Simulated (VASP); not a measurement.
## KF: density of states with PBEsol

KF:

```
K F
1.0
     0.00000    2.67350    2.67350
     2.67350    0.00000    2.67350
     2.67350    2.67350    0.00000
K F
1 1
Direct
  0.00000 0.00000 0.00000
  0.50000 0.50000 0.50000
```

```json
{
 "Program": "VASP 6.6.1",
 "Task": "density of states",
 "Functional": "PBEsol",
 "Potentials or basis": "VASP PAW PBE potentials, release 64 (K_sv, F)",
 "Cutoff": "520 eV",
 "k mesh": "9 × 9 × 9",
 "Occupations": "fermi-dirac, width 0.01 eV",
 "Spin": "no spin polarisation",
 "Dipole correction": "no",
 "k mesh for the DOS": "14 × 14 × 14",
 "Occupations for the DOS": "tetrahedron",
 "Further INCAR settings": "ALGO = Normal; EDIFF = 1e-06"
}
```

```json
{
  "Valence electrons inside the program's atomic spheres": "K 7.57; F 6.07"
}
```

Levels at points of the mesh, in eV from the valence-band top:
| k point | band 4 | band 5 | band 6 | band 7 | band 8 | band 9 | band 10 | band 11 | band 12 |
| --- | --- | --- | --- | --- | --- | --- | --- | --- | --- |
| (0.00, 0.00, 0.00) | -9.28 | -9.28 | 0.00 | 0.00 | 0.00 | 6.02 | 10.63 | 10.63 | 10.63 |
| (0.50, 0.00, 0.00) | -9.32 | -9.32 | -0.81 | -0.35 | -0.35 | 8.97 | 10.45 | 12.04 | 12.04 |
| (0.50, 0.50, 0.00) | -9.50 | -9.50 | -0.21 | -0.06 | -0.06 | 8.10 | 10.22 | 11.65 | 13.59 |

It took 22 s on 1 thread of Intel(R) Xeon(R) 6975P-C (Granite Rapids) (shared host), peak memory 0.17 GiB.
